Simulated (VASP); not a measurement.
# ZnSe (F-43m) in VASP: a series of runs

The runs below take ZnSe through single point, relaxation of cell and atoms, with PBEsol.

Everything below comes from runs of VASP 6.6.1. Logs are shortened: lines on timing, memory, paths and dates and some standing lists are left out, and cuts for length are marked.

### Step 1. The cell of the first run

It takes space group F-43m (No. 216, cubic). The conventional cell has a = 5.665 Å, b = 5.665 Å, c = 5.665 Å, α = 90.00°, β = 90.00°, γ = 90.00°. Within 3.2 Å of Zn (site symmetry -43m) lie 4 Se at 2.45 Å. Within 3.2 Å of Se (site symmetry -43m) lie 4 Zn at 2.45 Å.

### Step 2. Single point, PBEsol

The input, INCAR:

```
SYSTEM = ZnSe
ALGO = Normal
EDIFF = 1E-6
ENCUT = 520
GGA = PS
ISIF = 2
ISMEAR = 0
LASPH = .TRUE.
LCHARG = .FALSE.
LREAL = .FALSE.
LWAVE = .FALSE.
NBANDS = 16
NELM = 100
PREC = Accurate
SIGMA = 0.1
```

The input, KPOINTS:

```
k-points
0
G
  6 6 6
  0 0 0
```

The input, POSCAR:

```
ZnSe
1.0
    0.0000000000      2.8324425407      2.8324425407
    2.8324425407      0.0000000000      2.8324425407
    2.8324425407      2.8324425407      0.0000000000
Zn Se
1 1
Direct
    0.0000000000      0.0000000000      0.0000000000
    0.7500000000      0.7500000000      0.7500000000
```

Potentials or basis: VASP PAW PBE potentials, release 64 (Zn, Se).

Started as:

```console
> cat potpaw_PBE.64/Zn/POTCAR potpaw_PBE.64/Se/POTCAR > POTCAR
> mpirun -np 1 vasp_std > vasp.out
```

OUTCAR:

```text
SYSTEM = ZnSe
   EDIFF = 1E-6
   ENCUT = 520
   GGA = PS
   ISIF = 2
   ISMEAR = 0
   LASPH = .TRUE.
   LREAL = .FALSE.
   NELM = 100
   PREC = Accurate

 ion  position               nearest neighbor table
   1  0.000  0.000  0.000-   2 2.45   2 2.45   2 2.45   2 2.45
   2  0.750  0.750  0.750-   1 2.45   1 2.45   1 2.45   1 2.45

  LATTYP: Found a face centered cubic cell.
 ALAT       =     5.6648850814

  Lattice vectors:

 A1 = (   0.0000000000,   2.8324425407,   2.8324425407)
 A2 = (   2.8324425407,   0.0000000000,   2.8324425407)
 A3 = (   2.8324425407,   2.8324425407,   0.0000000000)

Analysis of symmetry for initial positions (statically):
=====================================================================
 Subroutine PRICEL returns:
 Original cell was already a primitive cell.

 Routine SETGRP: Setting up the symmetry group for a
 face centered cubic supercell.

 Subroutine GETGRP returns: Found 24 space group operations
 (whereof 24 operations were pure point group operations)
 out of a pool of 48 trial point group operations.

The static configuration has the point symmetry T_d .

Analysis of symmetry for dynamics (positions and initial velocities):
=====================================================================
 Subroutine PRICEL returns:
 Original cell was already a primitive cell.

 Routine SETGRP: Setting up the symmetry group for a
 face centered cubic supercell.

 Subroutine GETGRP returns: Found 24 space group operations
 (whereof 24 operations were pure point group operations)
 out of a pool of 48 trial point group operations.

The dynamic configuration has the point symmetry T_d .

 Subroutine INISYM returns: Found 24 space group operations
 (whereof 24 operations are pure point group operations),
 and found     1 'primitive' translations

----------------------------------------------------------------------------------------

                                     Primitive cell

  volume of cell :      45.4478

  direct lattice vectors                    reciprocal lattice vectors
     0.000000000  2.832442541  2.832442541    -0.176526088  0.176526088  0.176526088
     2.832442541  0.000000000  2.832442541     0.176526088 -0.176526088  0.176526088
     2.832442541  2.832442541  0.000000000     0.176526088  0.176526088 -0.176526088

  length of vectors
     4.005678656  4.005678656  4.005678656     0.305752153  0.305752153  0.305752153

[... 70 lines left out ...]
   NELM   =    100;   NELMIN=  2; NELMDL= -5     # of ELM steps
   EDIFF  = 0.1E-05   stopping-criterion for ELM
   LREAL  =      F    real-space projection
   EDIFFG = 0.1E-04   stopping-criterion for IOM
   NSW    =      0    number of steps for IOM
   IBRION =     -1    ionic relax: 0-MD 1-quasi-New 2-CG
   NFREE  =      0    steps in history (QN), initial steepest desc. (CG)
   ISIF   =      2    stress and relaxation
   ISYM   =      2    0-nonsym 1-usesym 2-fastsym
   POTIM  = 0.5000    time-step for ionic-motion
   TEBEG  =    0.0;   TEEND  =   0.0 temperature during run
   PSTRESS=    0.0 pullay stress
   NELECT =      18.0000    total number of electrons
   NUPDOWN=      -1.0000    fix difference up-down
   EMIN   =  10.00;   EMAX   =-10.00  energy-range for DOS
   EFERMI =   0.00;   METHOD = LEGACY
   ISMEAR =     0;   SIGMA  =   0.10  broadening in eV -4-tet -1-fermi 0-gaus
   EFERMI_NEDOS =   21; number of points for ismear=-14 and -15
   IALGO  =     38    algorithm
   IMIX   =      4    mixing-type and parameters
     AMIX     =   0.40;   BMIX     =  1.00
     AMIX_MAG =   1.60;   BMIX_MAG =  1.00
  volume/ion in A,a.u.               =      22.72       153.35
  Fermi-wavevector in a.u.,A,eV,Ry     =   1.202249  2.271922 19.665909  1.445404
  Thomas-Fermi vector in A             =   2.338036
   LORBIT       =      0    0 simple, 1 ext, 2 COOP (PROOUT), +10 PAW based schemes
   GGA     = PS    functional components
   LHFCALC =     F    Hartree Fock is set to
   AEXX    =    0.0000 exact exchange contribution
   IVDW    =     0    specifies the selected vdW correction
   LEPSILON=     F    determine dielectric tensor
   LRPA    =     F    only Hartree local field effects (RPA)
 non-spin polarized calculation
 Gauss-broadening in eV      SIGMA  =   0.10
  energy-cutoff  :      520.00
  volume of cell :       45.45
 maximum number of plane-waves:      1243
 NGX is ok and might be reduce to    30
   NGX = 15   NGY = 15   NGZ = 15

 number of electron      18.0000011 magnetization

 Free energy of the ion-electron system (eV)
  ---------------------------------------------------
  ext. energy  EPLUGINS =         0.00000000
  ---------------------------------------------------
  free energy    TOTEN  =        -6.76617894 eV

  energy without entropy =       -6.76617894  energy(sigma->0) =       -6.76617894

 E-fermi :   1.9542     XC(G=0):  -9.5313

 val. band max:        1.5042534813   @ k =   0.0000   0.0000   0.0000
 cond. band min:       2.6787635126   @ k =   0.0000   0.0000   0.0000
 fundamental gap:      1.1745100314
 Fermi energy:         1.9541813873

 k-point     1 :       0.0000    0.0000    0.0000
  band No.  band energies     occupation
      1     -11.7905      2.00000
      2      -5.0604      2.00000
      3      -5.0604      2.00000
      4      -5.0604      2.00000
      5      -4.6879      2.00000
      6      -4.6879      2.00000
[... 281 lines left out ...]
      3      -4.8426      2.00000
      4      -4.7700      2.00000
      5      -4.6737      2.00000
      6      -4.4153      2.00000
[... 8 lines left out ...]
     15      15.2335      0.00000
     16      15.5676      0.00000

------------------------ aborting loop because EDIFF is reached ----------------------------------------

  FORCE on cell =-STRESS in cart. coord.  units (eV):
  Direction    XX          YY          ZZ          XY          YZ          ZX
  --------------------------------------------------------------------------------------
  -------------------------------------------------------------------------------------
  Total       -0.2182150     -0.2182150     -0.2182150      0.0000000     -0.0000000      0.0000000
  in kB       -7.6927544     -7.6927544     -7.6927544      0.0000000     -0.0000000      0.0000000
  external PRESSURE =      -7.6927544 kB  Pullay stress =       0.0000000 kB

 VOLUME and BASIS-vectors are now :
 -----------------------------------------------------------------------------
  energy-cutoff  :      520.00
  volume of cell :       45.45
      direct lattice vectors                 reciprocal lattice vectors
     0.000000000  2.832442541  2.832442541    -0.176526088  0.176526088  0.176526088
     2.832442541  0.000000000  2.832442541     0.176526088 -0.176526088  0.176526088
     2.832442541  2.832442541  0.000000000     0.176526088  0.176526088 -0.176526088

 POSITION                                       TOTAL-FORCE (eV/Angst)
 -----------------------------------------------------------------------------------
      0.00000      0.00000      0.00000        -0.000000     -0.000000     -0.000000
      4.24866      4.24866      4.24866         0.000000      0.000000      0.000000
 -----------------------------------------------------------------------------------
    total drift:                               -0.000000     -0.000000      0.000000

  FREE ENERGIE OF THE ION-ELECTRON SYSTEM (eV)
  ---------------------------------------------------
  free  energy   TOTEN  =        -6.7661789378 eV

  energy  without entropy=       -6.7661789378  energy(sigma->0) =       -6.76617894
```

OSZICAR:

```text
N       E                     dE             d eps       ncg     rms          rms(c)
DAV:   1     0.893374333594E+02    0.89337E+02   -0.86216E+03   512   0.129E+03
DAV:   2    -0.120527758108E+01   -0.90543E+02   -0.85177E+02   568   0.257E+02
DAV:   3    -0.702494731532E+01   -0.58197E+01   -0.57993E+01   640   0.627E+01
DAV:   4    -0.707207411199E+01   -0.47127E-01   -0.47122E-01   608   0.622E+00
DAV:   5    -0.707229788156E+01   -0.22377E-03   -0.22377E-03   656   0.385E-01    0.467E+00
DAV:   6    -0.678806867129E+01    0.28423E+00   -0.62388E-01   656   0.270E+01    0.364E+00
DAV:   7    -0.676890194375E+01    0.19167E-01   -0.16701E-01   560   0.378E+00    0.159E+00
DAV:   8    -0.676632470922E+01    0.25772E-02   -0.38914E-03   696   0.645E-01    0.427E-01
DAV:   9    -0.676613128416E+01    0.19343E-03   -0.82066E-04   608   0.310E-01    0.654E-02
DAV:  10    -0.676619194435E+01   -0.60660E-04   -0.21560E-04   648   0.185E-01    0.225E-02
DAV:  11    -0.676617853926E+01    0.13405E-04   -0.38954E-05   728   0.915E-02    0.374E-03
DAV:  12    -0.676617893778E+01   -0.39852E-06   -0.63078E-06   648   0.168E-02
   1 F= -.67661789E+01 E0= -.67661789E+01  d E =-.126602E-11
```

Run time: 12 s. Hardware: 1 thread of Intel Xeon Platinum 8375C at 2.90GHz (Ice Lake), shared host; peak memory 0.17 GiB.

What came out:

| Property | Result |
| --- | --- |
| Free energy | -6.7662 eV |
| Pressure | -0.8 GPa |
| Band gap on the k mesh | 1.17 eV, direct |

Caveat: the PAW data sets were made with another functional, which shifts forces and pressure a little.

### Step 3. Single point, PBEsol

This run uses another cell than the first one, of 22.35 Å³/atom, 0.983 times its volume.

The input, INCAR:

```
ALGO = Normal ; EDIFF = 1E-6
ENCUT = 520 ; GGA = PS
ISIF = 2 ; ISMEAR = 0
LASPH = True ; LCHARG = True
LELF = True ; LREAL = False
LVHAR = True ; LWAVE = False
NBANDS = 16 ; NELM = 60
PREC = Accurate ; SIGMA = 0.02
```

The input, KPOINTS:

```
k-points
0
Gamma
  8 8 8
```

The input, POSCAR:

```
ZnSe
1.0
    0.0000000000      2.8166236567      2.8166236567
    2.8166236567      0.0000000000      2.8166236567
    2.8166236567      2.8166236567      0.0000000000
Zn Se
1 1
Direct
    0.0000000000      0.0000000000      0.0000000000
    0.7500000000      0.7500000000      0.7500000000
```

Potentials or basis: VASP PAW PBE potentials, release 64 (Zn, Se).

Started as:

```console
> cat potpaw_PBE.64/Zn/POTCAR potpaw_PBE.64/Se/POTCAR > POTCAR
> mpirun -np 1 vasp_std > vasp.out
```

Run time: 20 s. Hardware: 1 thread of Intel Xeon Platinum 8375C at 2.90GHz (Ice Lake), shared host; peak memory 0.17 GiB.

The run converged. Its results:

| Quantity | Value |
| --- | --- |
| Free energy | -6.7731 eV |
| Pressure | 0.3 GPa |
| Band gap on the k mesh | 1.24 eV, direct |

Levels at points of the mesh, in eV from the valence-band top:
| k point | band 5 | band 6 | band 7 | band 8 | band 9 | band 10 | band 11 | band 12 | band 13 | band 14 |
| --- | --- | --- | --- | --- | --- | --- | --- | --- | --- | --- |
| (0.00, 0.00, 0.00) | -6.24 | -6.24 | 0.00 | 0.00 | 0.00 | 1.24 | 5.73 | 5.73 | 5.73 | 9.81 |
| (0.50, 0.00, 0.00) | -6.22 | -6.07 | -5.40 | -0.90 | -0.90 | 2.48 | 6.30 | 6.30 | 8.45 | 10.90 |
| (0.50, 0.50, 0.00) | -6.19 | -6.05 | -4.87 | -2.28 | -2.28 | 2.80 | 3.37 | 10.74 | 11.30 | 11.30 |

Caveat: the PAW data sets were made with another functional, which shifts forces and pressure a little.

### Step 4. Single point, PBEsol

This run uses another cell than the first one, of 22.35 Å³/atom, 0.983 times its volume.

The input, INCAR:

```
SYSTEM = ZnSe
ALGO = Normal
EDIFF = 1E-6
ENCUT = 520
GGA = PS
ISIF = 2
ISMEAR = 0
LASPH = .TRUE.
LCHARG = .TRUE.
LELF = .TRUE.
LREAL = .FALSE.
LVHAR = .TRUE.
LWAVE = .FALSE.
NBANDS = 16
NELM = 60
PREC = Accurate
SIGMA = 0.02
```

The input, KPOINTS:

```
k-points
0
G
  8 8 8
  0 0 0
```

POSCAR is that of step 3.

Started as:

```console
> cat potpaw_PBE.64/Zn/POTCAR potpaw_PBE.64/Se/POTCAR > POTCAR
> mpirun -np 1 vasp_std > vasp.out
```

Run time: 19 s. Hardware: 1 thread of Intel Xeon Platinum 8375C at 2.90GHz (Ice Lake), shared host; peak memory 0.17 GiB.

The run converged. Its results:

- Free energy: -6.7731 eV
- Pressure: 0.3 GPa
- Band gap on the k mesh: 1.24 eV, direct

Levels at points of the mesh, in eV from the valence-band top:
```tsv
k point	band 6	band 7	band 8	band 9	band 10	band 11	band 12	band 13
(0.00, 0.00, 0.00)	-6.24	0.00	0.00	0.00	1.24	5.73	5.73	5.73
(0.50, 0.00, 0.00)	-6.07	-5.40	-0.90	-0.90	2.48	6.30	6.30	8.45
(0.50, 0.50, 0.00)	-6.05	-4.87	-2.28	-2.28	2.80	3.37	10.74	11.30
```

Caveat: the PAW data sets were made with another functional, which shifts forces and pressure a little. PBEsol gaps usually lie below the measured ones, often by a third to a half.

(Continued in part 2 of 2.)
